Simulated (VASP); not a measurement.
Set up this calculation in VASP 6.6.1, as the native input.

```
Task                   : single point
Functional             : PBE
Dispersion             : D3(BJ)
Potentials or basis    : VASP PAW PBE potentials, release 64 (Te, Pb_d)
Cutoff                 : 520 eV
k mesh                 : 6 × 6 × 6
Occupations            : gaussian, width 0.05 eV
Spin                   : no spin polarisation
Dipole correction      : no
Further INCAR settings : ALGO = Normal; EDIFF = 1e-06; NBANDS = 17
```

The structure of TePb lies in POSCAR:

```
TePb
1.0
    0.0000000000      3.2310000000      3.2310000000
    3.2310000000      0.0000000000      3.2310000000
    3.2310000000      3.2310000000      0.0000000000
Te Pb
1 1
Direct
    0.5000000000      0.5000000000      0.5000000000
    0.0000000000      0.0000000000      0.0000000000
```

The input as run:

INCAR

```
  PREC = Accurate
  ENCUT = 520
  EDIFF = 1E-6
  ISMEAR = 0
  SIGMA = 0.05
  LREAL = F
  LASPH = T
  NELM = 100
  ALGO = Normal
  ISIF = 2
  LWAVE = F
  LCHARG = F
  GGA = PE
  IVDW = 12
  NBANDS = 17
```

KPOINTS

```
Automatic mesh
0
Gamma
  6 6 6
```

Potentials or basis: VASP PAW PBE potentials, release 64 (Te, Pb_d).

The run is started by

```bash
$ cat potpaw_PBE.64/Te/POTCAR potpaw_PBE.64/Pb_d/POTCAR > POTCAR
$ mpirun -np 1 vasp_std > vasp.out
```

Results of the run:

```json
{"Pressure": "0.1 GPa", "Band gap on the k mesh": "0.74 eV, direct", "Dispersion energy per atom": "-0.402 eV"}
```

Caveat: spin-orbit coupling is left out, which moves the levels of the heavy elements.

It took 19 s on 1 thread of Intel(R) Xeon(R) Platinum 8259CL CPU @ 2.50GHz (Skylake/Cascade Lake), with other jobs on the host, peak memory 0.21 GiB.
